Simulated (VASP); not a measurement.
# Ti3Zn (R-3m) in VASP: single point with LDA

Aim: the single point of Ti3Zn with LDA.

All numbers are computed with VASP 6.6.1; they aren't measurements. Logs are shortened: lines on timing, memory, paths and dates and some standing lists are left out, and cuts for length are marked.

## 1. The cell of the first run

It takes space group R-3m (No. 166, trigonal). Conventional cell: a = 5.431 Å, b = 5.431 Å, c = 6.832 Å, α = 90.00°, β = 90.00°, γ = 120.00°. Within 3.6 Å of Ti (site symmetry 2/m) lie 8 Ti at 2.72 to 2.76 Å and 4 Zn at 2.72 to 2.76 Å. Within 3.6 Å of Zn (site symmetry -3m) lie 12 Ti at 2.72 to 2.76 Å.

## 2. Single point, LDA (14.54 Å³/atom)

Contents of INCAR:

```
PREC = Accurate
ENCUT = 520
EDIFF = 1E-6
ISMEAR = 0
SIGMA = 0.15
LREAL = F
LASPH = T
NELM = 80
ALGO = Fast
ISIF = 2
LWAVE = F
LCHARG = T
GGA = CA
LELF = T
LVHAR = T
NBANDS = 32
```

Contents of KPOINTS:

```
Automatic mesh
0
Gamma
  12 12 12
```

Contents of POSCAR:

```
Ti3Zn
1.0
    3.8750079880      0.0346908647      0.0346908647
    0.0346908647      3.8750079880      0.0346908647
    0.0346908647      0.0346908647      3.8750079880
Ti Zn
3 1
Direct
    0.0000000000      0.5000000000      0.5000000000
    0.5000000000      0.0000000000      0.5000000000
    0.5000000000      0.5000000000      0.0000000000
    0.0000000000      0.0000000000      0.0000000000
```

Potentials or basis: VASP PAW LDA potentials, release 64 (Ti_sv, Zn).

Run with:

```sh
cat potpaw_LDA.64/Ti_sv/POTCAR potpaw_LDA.64/Zn/POTCAR > POTCAR
mpirun -np 1 vasp_std > vasp.out
```

OUTCAR:

```text
PREC = Accurate
   ENCUT = 520
   EDIFF = 1E-6
   ISMEAR = 0
   LREAL = F
   LASPH = T
   NELM = 80
   ISIF = 2
   GGA = CA

 ion  position               nearest neighbor table
   1  0.000  0.500  0.500-   3 2.72   4 2.72   2 2.72   4 2.72   2 2.72   3 2.72   2 2.76   2 2.76
                             3 2.76   4 2.76   3 2.76   4 2.76
   2  0.500  0.000  0.500-   3 2.72   4 2.72   1 2.72   3 2.72   1 2.72   4 2.72   1 2.76   1 2.76
                             3 2.76   4 2.76   4 2.76   3 2.76
   3  0.500  0.500  0.000-   1 2.72   2 2.72   2 2.72   4 2.72   1 2.72   4 2.72   4 2.76   4 2.76
                             2 2.76   1 2.76   1 2.76   2 2.76
   4  0.000  0.000  0.000-   1 2.72   2 2.72   1 2.72   3 2.72   2 2.72   3 2.72   3 2.76   3 2.76
                             2 2.76   1 2.76   2 2.76   1 2.76

  LATTYP: Found a trigonal (rhomboedric) cell.
 ALAT       =     3.8753185442
 COS(alpha) =     0.0179821897

  Lattice vectors:

 A1 = (   3.8750079880,   0.0346908647,   0.0346908647)
 A2 = (   0.0346908647,   3.8750079880,   0.0346908647)
 A3 = (   0.0346908647,   0.0346908647,   3.8750079880)

Analysis of symmetry for initial positions (statically):
=====================================================================
 Subroutine PRICEL returns:
 Original cell was already a primitive cell.

 Routine SETGRP: Setting up the symmetry group for a
 trigonal (rhombohedral) supercell.

 Subroutine GETGRP returns: Found 12 space group operations
 (whereof 12 operations were pure point group operations)
 out of a pool of 12 trial point group operations.

The static configuration has the point symmetry D_3d.

Analysis of symmetry for dynamics (positions and initial velocities):
=====================================================================
 Subroutine PRICEL returns:
 Original cell was already a primitive cell.

 Routine SETGRP: Setting up the symmetry group for a
 trigonal (rhombohedral) supercell.

 Subroutine GETGRP returns: Found 12 space group operations
 (whereof 12 operations were pure point group operations)
 out of a pool of 12 trial point group operations.

The dynamic configuration has the point symmetry D_3d.

 Subroutine INISYM returns: Found 12 space group operations
 (whereof 12 operations are pure point group operations),
 and found     1 'primitive' translations

----------------------------------------------------------------------------------------

[... 92 lines left out ...]
   LSORBIT =      F    spin-orbit coupling
   LASPH  =      T    aspherical Exc in radial PAW
   ENCUT  =  520.0 eV  38.22 Ry    6.18 a.u.   7.21  7.21  7.21*2*pi/ulx,y,z
   NELM   =     80;   NELMIN=  2; NELMDL= -5     # of ELM steps
   EDIFF  = 0.1E-05   stopping-criterion for ELM
   LREAL  =      F    real-space projection
   EDIFFG = 0.1E-04   stopping-criterion for IOM
   NSW    =      0    number of steps for IOM
   IBRION =     -1    ionic relax: 0-MD 1-quasi-New 2-CG
   NFREE  =      0    steps in history (QN), initial steepest desc. (CG)
   ISIF   =      2    stress and relaxation
   ISYM   =      2    0-nonsym 1-usesym 2-fastsym
   POTIM  = 0.5000    time-step for ionic-motion
   TEBEG  =    0.0;   TEEND  =   0.0 temperature during run
   PSTRESS=    0.0 pullay stress
   NELECT =      48.0000    total number of electrons
   NUPDOWN=      -1.0000    fix difference up-down
   EMIN   =  10.00;   EMAX   =-10.00  energy-range for DOS
   EFERMI =   0.00;   METHOD = LEGACY
   ISMEAR =     0;   SIGMA  =   0.15  broadening in eV -4-tet -1-fermi 0-gaus
   EFERMI_NEDOS =   21; number of points for ismear=-14 and -15
   IALGO  =     68    algorithm
   IMIX   =      4    mixing-type and parameters
     AMIX     =   0.40;   BMIX     =  1.00
     AMIX_MAG =   1.60;   BMIX_MAG =  1.00
  volume/ion in A,a.u.               =      14.54        98.14
  Fermi-wavevector in a.u.,A,eV,Ry     =   1.535503  2.901679 32.079388  2.357768
  Thomas-Fermi vector in A             =   2.642282
   LORBIT       =      0    0 simple, 1 ext, 2 COOP (PROOUT), +10 PAW based schemes
   GGA     = CA    functional components
   LHFCALC =     F    Hartree Fock is set to
   AEXX    =    0.0000 exact exchange contribution
   IVDW    =     0    specifies the selected vdW correction
   LEPSILON=     F    determine dielectric tensor
   LRPA    =     F    only Hartree local field effects (RPA)
 non-spin polarized calculation
 RMM-DIIS sequential band-by-band and
 Gauss-broadening in eV      SIGMA  =   0.15
  energy-cutoff  :      520.00
  volume of cell :       58.17
 maximum number of plane-waves:      1586
 NGX is ok and might be reduce to    30
   NGX = 15   NGY = 15   NGZ = 15

 number of electron      47.9999981 magnetization

 Free energy of the ion-electron system (eV)
  ---------------------------------------------------
  ext. energy  EPLUGINS =         0.00000000
  ---------------------------------------------------
  free energy    TOTEN  =       -28.12090658 eV

  energy without entropy =      -28.07713877  energy(sigma->0) =      -28.09902267

 E-fermi :   8.0438     XC(G=0): -12.5454

 val. band max:        8.0437657392   @ k =  -0.3333  -0.3333   0.1667
 cond. band min:       8.0438685915   @ k =   0.3333   0.3333   0.2500
 fundamental gap:      0.0001028523
 Fermi energy:         8.0438450845

 k-point     1 :       0.0000    0.0000    0.0000
  band No.  band energies     occupation
      1     -47.6953      2.00000
      2     -47.4380      2.00000
      3     -47.4380      2.00000
      4     -24.6660      2.00000
      5     -24.6018      2.00000
      6     -24.6018      2.00000
[... 829 lines left out ...]
     31      10.7182      0.00000
     32      11.1088      0.00000

 [... further k-points ...]
[... 5 lines left out ...]
  --------------------------------------------------------------------------------------
  -------------------------------------------------------------------------------------
  Total        1.4422120      1.4422120      1.4422120     -0.5440513     -0.5440513     -0.5440513
  in kB       39.7215041     39.7215041     39.7215041    -14.9842992    -14.9842992    -14.9842992
  external PRESSURE =      39.7215041 kB  Pullay stress =       0.0000000 kB

 VOLUME and BASIS-vectors are now :
 -----------------------------------------------------------------------------
  energy-cutoff  :      520.00
  volume of cell :       58.17
      direct lattice vectors                 reciprocal lattice vectors
     3.875007988  0.034690865  0.034690865     0.258104990 -0.002290173 -0.002290173
     0.034690865  3.875007988  0.034690865    -0.002290173  0.258104990 -0.002290173
     0.034690865  0.034690865  3.875007988    -0.002290173 -0.002290173  0.258104990

 POSITION                                       TOTAL-FORCE (eV/Angst)
 -----------------------------------------------------------------------------------
      0.03469      1.95485      1.95485        -0.000000     -0.000000     -0.000000
      1.95485      0.03469      1.95485         0.000000      0.000000      0.000000
      1.95485      1.95485      0.03469        -0.000000     -0.000000     -0.000000
      0.00000      0.00000      0.00000         0.000000     -0.000000     -0.000000
 -----------------------------------------------------------------------------------
    total drift:                                0.000000      0.000000     -0.000000

  FREE ENERGIE OF THE ION-ELECTRON SYSTEM (eV)
  ---------------------------------------------------
  free  energy   TOTEN  =       -28.1209065750 eV

  energy  without entropy=      -28.0771387672  energy(sigma->0) =      -28.09902267
```

OSZICAR:

```text
N       E                     dE             d eps       ncg     rms          rms(c)
DAV:   1     0.539562946603E+03    0.53956E+03   -0.24320E+04 12200   0.206E+03
DAV:   2     0.352293993981E+02   -0.50433E+03   -0.49049E+03 12280   0.542E+02
DAV:   3    -0.262723732934E+02   -0.61502E+02   -0.59192E+02 19976   0.166E+02
[... 26 lines left out ...]
RMM:  30    -0.281209042625E+02   -0.87147E-06   -0.14356E-05 14385   0.257E-02    0.948E-04
RMM:  31    -0.281209049755E+02   -0.71299E-06   -0.12631E-05 14375   0.249E-02    0.908E-04
RMM:  32    -0.281209055851E+02   -0.60963E-06   -0.11404E-05 13996   0.240E-02    0.930E-04
RMM:  33    -0.281209061056E+02   -0.52047E-06   -0.10421E-05 13905   0.234E-02    0.988E-04
RMM:  34    -0.281209065750E+02   -0.46946E-06   -0.97944E-06 13747   0.228E-02
   1 F= -.28120907E+02 E0= -.28099023E+02  d E =-.437678E-01
```

Run time: 7.2 min. Hardware: 1 thread of Intel Xeon 6975P-C (Granite Rapids), shared host; peak memory 0.37 GiB.

Results:

| Property | Result |
| --- | --- |
| Free energy | -28.1209 eV |
| Pressure | 4.0 GPa |
| Band gap on the k mesh | zero (bands 24 and 25 overlap by 0.40 eV) |

Caveat: the cell stands under pressure.
